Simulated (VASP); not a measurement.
The system is Ho2O.

```xyz
6
Lattice="-3.7548 3.7548 2.2075 3.7548 -3.7548 2.2075 3.7548 3.7548 -2.2075" Properties=species:S:1:pos:R:3 pbc="T T T"
Ho    3.2914    1.8774    0.5519
Ho    1.8774    3.2914   -0.5519
Ho    0.4634    1.8774    2.7593
Ho    1.8774    0.4634    1.6556
O     0.0000    3.7548    1.1037
O     0.0000    0.0000    0.0000
```

The cell was generated, and may not be a known phase.

- Program: VASP 6.6.1
- Task: relaxation of cell and atoms
- Functional: PBE
- Potentials or basis: VASP PAW PBE potentials, release 64 (Ho_3, O), 4f in core
- Cutoff: 600 eV
- k mesh: 4 × 4 × 4
- Occupations: gaussian, width 0.2 eV
- Spin: no spin polarisation

At the start: pressure 14.5 GPa; volume 20.75 Å³/atom.

Task: How do energy, volume and symmetry change on relaxing?

Result: Over 15 steps the energy falls by 1792.3 meV/atom and the volume is 18.63 Å³/atom (-10.2 %); space group I4_122 (No. 98, to 0.1 Å) before, I4_1/amd (No. 141, to 0.1 Å).

Step by step:
| step | energy change (eV) | largest force (eV/Å) | pressure (GPa) | volume (Å³) |
| --- | --- | --- | --- | --- |
| 1 | 0.0000 | 9.4435 | 14.55 | 124.49 |
| 2 | -7.7300 | 0.0901 | -9.57 | 160.18 |
| 3 | -7.7993 | 0.8570 | -8.27 | 154.11 |
| 4 | -9.3473 | 0.1027 | -3.17 | 129.57 |
| 5 | -9.6555 | 0.2334 | 0.61 | 119.47 |
| 6 | -9.4196 | 1.2898 | 14.52 | 100.47 |
| 7 | -9.7196 | 0.3707 | 2.62 | 115.28 |
| 8 | -10.4379 | 0.4858 | 0.61 | 113.98 |
| 9 | -10.6572 | 0.5034 | -0.01 | 112.83 |
| 10 | -10.3198 | 0.6483 | 1.50 | 109.50 |
| 11 | -10.6969 | 0.5210 | -0.10 | 112.29 |
| 12 | -10.7037 | 0.5384 | 0.03 | 111.93 |
| 13 | -10.7034 | 0.5328 | -0.08 | 112.03 |
| 14 | -10.7493 | 0.1550 | -0.10 | 111.85 |
| 15 | -10.7536 | 0.0037 | -0.07 | 111.77 |

Final structure:
```
Ho O
1.0
    -4.30044    4.30044    1.51087
     4.30044   -4.30044    1.51087
     4.30044    4.30044   -1.51087
Ho O
4 2
Direct
  0.37500 0.62497 0.74997
  0.37497 0.12500 0.74997
  0.87500 0.62503 0.25003
  0.37503 0.62500 0.25003
  0.75000 0.25000 0.50000
  0.00000 0.00000 0.00000
```

Caveat: the k points lie up to 0.55 Å⁻¹ apart in the final cell, too coarse for converged energies and pressures of a metal; the highest band is partly filled, so the run has too few bands; the run has no spin polarisation, though such a crystal can be magnetic.
